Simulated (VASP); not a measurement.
Set up this calculation in VASP 6.6.1, as the native input.

```yaml
Task: single point
Functional: PBE
Dispersion: D3(BJ)
Potentials_or_basis: VASP PAW PBE potentials, release 64 (Ca_sv, Se)
Cutoff: 500 eV
k_mesh: 3 × 3 × 3
Occupations: gaussian, width 0.1 eV
Spin: no spin polarisation
Dipole_correction: no
Further_INCAR_settings: ALGO = Normal; EDIFF = 1e-06; NBANDS = 15
```

The structure of CaSe lies in POSCAR:

```
CaSe
1.0
    0.0000000000      3.3000000000      3.3000000000
    3.3000000000      0.0000000000      3.3000000000
    3.3000000000      3.3000000000      0.0000000000
Ca Se
1 1
Direct
    0.0000000000      0.0000000000      0.0000000000
    0.7500000000      0.7500000000      0.7500000000
```

One way to write it, as run:

INCAR

```
SYSTEM = CaSe
  PREC = Accurate
  ENCUT = 500
  EDIFF = 1E-6
  ISMEAR = 0
  SIGMA = 0.1
  LREAL = .False.
  LASPH = .True.
  NELM = 120
  ALGO = Normal
  ISIF = 2
  LWAVE = .False.
  LCHARG = .False.
  GGA = PE
  IVDW = 12
  NBANDS = 15
  GGA_COMPAT = .False.
```

KPOINTS

```
regular mesh
0
Gamma
  3 3 3
  0 0 0
```

Potentials or basis: VASP PAW PBE potentials, release 64 (Ca_sv, Se).

Launch:

```console
$ cat potpaw_PBE.64/Ca_sv/POTCAR potpaw_PBE.64/Se/POTCAR > POTCAR
$ mpirun -np 1 vasp_std > vasp.out
```

Results of the run:

| Item | Value |
| --- | --- |
| Pressure | -1.3 GPa |
| Band gap on the k mesh | 3.15 eV, indirect (least direct gap 3.23 eV) |
| Dispersion energy per atom | -0.244 eV |

Caveat: the k points lie up to 0.55 Å⁻¹ apart.

Wall time 4.5 s on 1 thread of Intel(R) Xeon(R) Platinum 8481C CPU @ 2.70GHz (Sapphire Rapids), with other jobs on the host, peak memory 0.2 GiB.
